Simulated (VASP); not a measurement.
## CdS: single point with PBE

The system is CdS.

```
Cd S
1.0
     0.06548    2.91000    2.91000
     2.97547    0.00000    2.97547
     2.91000    2.91000    0.06548
Cd S
1 1
Direct
  0.00000 0.00000 0.00000
  0.75000 0.75000 0.75000
```

This cell differs from its parent crystal: strain +0.0450 x Voigt [0, 0, 0, 0, 1, 0].

* Program: VASP 6.6.1
* Task: single point
* Functional: PBE
* Potentials or basis: VASP PAW PBE potentials, release 64 (Cd, S)
* Cutoff: 520 eV
* k mesh: 8 × 8 × 8
* Occupations: gaussian, width 0.05 eV
* Spin: no spin polarisation
* Dipole correction: no
* Further INCAR settings: ALGO = Normal; EDIFF = 1e-07; NBANDS = 16

- Pressure: 3.9 GPa
- Largest force: 0.340 eV/Å
- Band gap on the k mesh: 1.09 eV, direct

Forces in eV/Å, atoms in the order of the input:
```
Cd   0.000 -0.340  0.000
S    0.000  0.340  0.000
```

Stress tensor (GPa, compression positive):
```
 3.87  0.00 -2.59
 0.00  3.85  0.00
-2.59  0.00  3.87
```

Levels at points of the mesh, in eV from the valence-band top:
```
           k point  band 7  band 8  band 9  band 10  band 11  band 12
(0.00, 0.00, 0.00)   -0.14   -0.09    0.00     1.09     6.18     6.49
(0.50, 0.00, 0.00)   -4.53   -0.92   -0.90     2.86     6.72     6.96
(0.00, 0.50, 0.00)   -4.51   -0.78   -0.74     3.04     6.89     7.18
(0.50, 0.50, 0.00)   -4.06   -1.98   -1.97     3.47     4.28     9.12
(0.50, 0.00, 0.50)   -4.06   -2.15   -1.79     3.39     4.38     9.19
```

It took 59 s on 1 thread of Intel(R) Xeon(R) Platinum 8488C (Sapphire Rapids) (shared host), peak memory 0.22 GiB.

Caveat: the cell differs from its parent crystal (strain +0.0450 x Voigt [0, 0, 0, 0, 1, 0]).
